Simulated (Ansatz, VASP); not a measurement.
Two plane-wave programs on Rh

The input INCAR:

```
PREC = Accurate ; ENCUT = 600
EDIFF = 1E-6 ; ISMEAR = 0
SIGMA = 0.1 ; LREAL = False
LASPH = True ; NELM = 80
ALGO = Normal ; ISIF = 3
LWAVE = False ; LCHARG = False
GGA = PE ; IBRION = 2
NSW = 100 ; EDIFFG = -0.005
```

Contents of KPOINTS:

```
Automatic mesh
0
Gamma
  18 18 18
```

File POSCAR:

```
Rh
1.0
    0.0000000000      1.9178870362      1.9178870362
    1.9178870362      0.0000000000      1.9178870362
    1.9178870362      1.9178870362      0.0000000000
Rh
1
Direct
    0.0000000000      0.0000000000      0.0000000000
```

Input for Ansatz:

```yaml
crystal:
  lattice:
    - [0.0, 1.9178870341, 1.9178870341]
    - [1.9178870341, 0.0, 1.9178870341]
    - [1.9178870341, 1.9178870341, 0.0]
  atoms:
    - { symbol: Rh, position: [0.0, 0.0, 0.0] }
basis:
  ecutwfc: 420
kpoints:
  mp_grid: { grid: [18, 18, 18] }
hamiltonian:
  xc: pbe
scf:
  occupations: { method: gaussian, width: 0.1 }
output:
  forces: true
  stress: true
  eigenvalues: true
  write_density: true
  write_potential: true
  elf: true
  volumetric_format: npy
relax:
  adjacent_minimum: "off"
  f_tol: 0.005
  max_steps: 80
  cell: { stress_tol: 0.05 }
```

Alike in both runs: task relaxation of cell and atoms; functional PBE; k mesh 18 × 18 × 18; occupations gaussian, width 0.1 eV; no spin polarisation.

```csv
,VASP,Ansatz
version,VASP 6.6.1,Ansatz 0.2.0
potentials or method,"VASP PAW PBE potentials, release 64 (Rh_pv), cutoff 600 eV","scalar-relativistic, plane waves, PAW"
valence electrons in the cell,15,17
```

|  | VASP | Ansatz | Ansatz less VASP |
| --- | --- | --- | --- |
| gap on the k mesh at the Fermi level, each at its own relaxed structure (eV) | none | none | - |
| relaxed volume (Å³/atom) | 14.04 | 14.05 | +0.006 |
| relaxed cell length with the largest relative difference (Å) | 2.708 | 2.708 | +0.0004 |

A gap of «none» marks a metal or a gap that the smearing closes. VASP's potentials hold 15 valence electrons a cell and Ansatz's 17, so a difference there can come from the potentials and not from the codes.
